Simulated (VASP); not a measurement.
A run of VASP 6.6.1:

File INCAR:

```
SYSTEM = Sc3Te
PREC     = Accurate       ! precision mode
ENCUT    = 500            ! plane-wave cutoff, eV
EDIFF    = 1E-6           ! SCF threshold, eV
ISMEAR   = -1             ! smearing method
SIGMA    = 0.05           ! smearing width, eV
LREAL    = .False.        ! projectors in reciprocal space
LASPH    = .True.         ! aspherical terms in the spheres
NELM     = 120            ! most SCF steps
ALGO     = Normal         ! electronic algorithm
ISIF     = 2              ! what is computed and relaxed
LWAVE    = .False.        ! write WAVECAR
LCHARG   = .True.         ! write CHGCAR
GGA      = PE             ! functional
LELF     = .True.         ! ELF
LVHAR    = .True.       
NBANDS   = 28             ! bands
GGA_COMPAT= .False.
```

KPOINTS

```
Automatic mesh
0
Gamma
  7 7 7
  0 0 0
```

POSCAR

```
Sc3Te
1.0
    0.0000000000      3.5212575997      3.5212575997
    3.5212575997      0.0000000000      3.5212575997
    3.5212575997      3.5212575997      0.0000000000
Sc Te
3 1
Direct
    0.2500000000      0.2500000000      0.2500000000
    0.7500000000      0.7500000000      0.7500000000
    0.5000000000      0.5000000000      0.5000000000
    0.0000000000      0.0000000000      0.0000000000
```

Potentials or basis: VASP PAW PBE potentials, release 64 (Sc_sv, Te).

Launch:

```sh
$ cat potpaw_PBE.64/Sc_sv/POTCAR potpaw_PBE.64/Te/POTCAR > POTCAR
$ mpirun -np 1 vasp_std > vasp.out
```

Hardware: 1 thread of Intel(R) Xeon(R) Platinum 8488C (Sapphire Rapids), with other jobs on the host.

Q: How long does it take, and how much memory?

A: It took 57 s on 1 thread of Intel(R) Xeon(R) Platinum 8488C (Sapphire Rapids) (shared host), peak memory 0.22 GiB. Counts: scf iterations 15, k points 20.
